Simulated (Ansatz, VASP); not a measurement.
**Two plane-wave programs on IrO**

POSCAR

```
IrO
1.0
    2.7857978864      0.0000000000      2.7857978864
    0.0000000000      2.7857978864      2.7857978864
    0.0000000000      0.0000000000      5.5715957727
Ir O
2 2
Direct
    1.0000000000      1.0000000000      1.0000000000
    1.0000000000      1.0000000000      0.5000000000
    0.5000000000      0.5000000000      0.7500000000
    0.5000000000      0.5000000000      0.2500000000
```

The input INCAR.step1:

```
PREC     = Accurate       # precision mode
ENCUT    = 520            # plane-wave cutoff, eV
ISMEAR   = 0              # smearing method
SIGMA    = 0.1            # smearing width, eV
LREAL    = False          # projectors in reciprocal space
LASPH    = True           # aspherical terms in the spheres
NELM     = 150            # most SCF steps
ISPIN    = 2              # spin polarisation
MAGMOM   = 1 -1 0 0       # initial moments
LMAXMIX  = 4              # l up to which the mixer works
NBANDS   = 27             # bands
GGA      = PE             # functional
ALGO     = Normal         # electronic algorithm
EDIFF    = 1E-4           # SCF threshold, eV
LWAVE    = True           # write WAVECAR
LCHARG   = False          # write CHGCAR
```

The input INCAR.step2:

```
PREC     = Accurate       # precision mode
ENCUT    = 520            # plane-wave cutoff, eV
EDIFF    = 1E-6           # SCF threshold, eV
ISMEAR   = 0              # smearing method
SIGMA    = 0.1            # smearing width, eV
LREAL    = False          # projectors in reciprocal space
LASPH    = True           # aspherical terms in the spheres
NELM     = 150            # most SCF steps
ALGO     = Normal         # electronic algorithm
ISIF     = 2              # what is computed and relaxed
LWAVE    = False          # write WAVECAR
LCHARG   = False          # write CHGCAR
ISPIN    = 2              # spin polarisation
MAGMOM   = 1 -1 0 0       # initial moments
LORBIT   = 11             # projections on sites
LMAXMIX  = 4              # l up to which the mixer works
METAGGA  = R2SCAN         # meta-GGA
LMIXTAU  = True         
NBANDS   = 27             # bands
ISTART   = 1
```

Contents of KPOINTS:

```
regular mesh
0
Gamma
  16 16 8
```

Input for Ansatz:

```yaml
crystal:
  lattice:
    - [2.7857978864, 0.0, 2.7857978864]
    - [0.0, 2.7857978864, 2.7857978864]
    - [0.0, 0.0, 5.5715957727]
  atoms:
    - { symbol: Ir, position: [1.0, 1.0, 1.0], spin: 1.0 }
    - { symbol: O, position: [0.5, 0.5, 0.75] }
    - { symbol: Ir, position: [1.0, 1.0, 0.5], spin: -1.0 }
    - { symbol: O, position: [0.5, 0.5, 0.25] }
basis:
  ecutwfc: 500
kpoints:
  mp_grid: { grid: [16, 16, 8] }
hamiltonian:
  xc: r2scan
scf:
  occupations: { method: gaussian, width: 0.1 }
output:
  forces: true
  stress: true
  eigenvalues: true
  populations: true
magnetization:
  spin_polarized: true
```

Alike in both runs: task single point; functional r2SCAN; k mesh 16 × 16 × 8; occupations gaussian, width 0.1 eV; collinear spin.

|  | VASP | Ansatz |
| --- | --- | --- |
| version | VASP 6.6.1 | Ansatz 0.2.0 |
| potentials or method | VASP PAW PBE potentials, release 64 (Ir, O), cutoff 520 eV | scalar-relativistic, plane waves, PAW |
| valence electrons in the cell | 30 | 46 |

|  | VASP | Ansatz | Ansatz less VASP |
| --- | --- | --- | --- |
| gap on the k mesh at the Fermi level (eV) | none | none | - |
| pressure (GPa) | 1.6 | 1.2 | -0.47 |
| net moment per atom (μB) | 0.00 | 0.00 | 0.000 |
| size of the moment on the site where the two differ most (μB) | 0.01 | 0.55 | +0.546 |

VASP's potentials were made for PBE, not for r2SCAN. Site moments also hang on the region over which each program counts them. A gap of «none» marks a metal or a gap that the smearing closes. VASP's potentials hold 30 valence electrons a cell and Ansatz's 46, so a difference there can come from the potentials and not from the codes. Ansatz's warnings: stability check not made.

Spin-orbit coupling is off throughout.
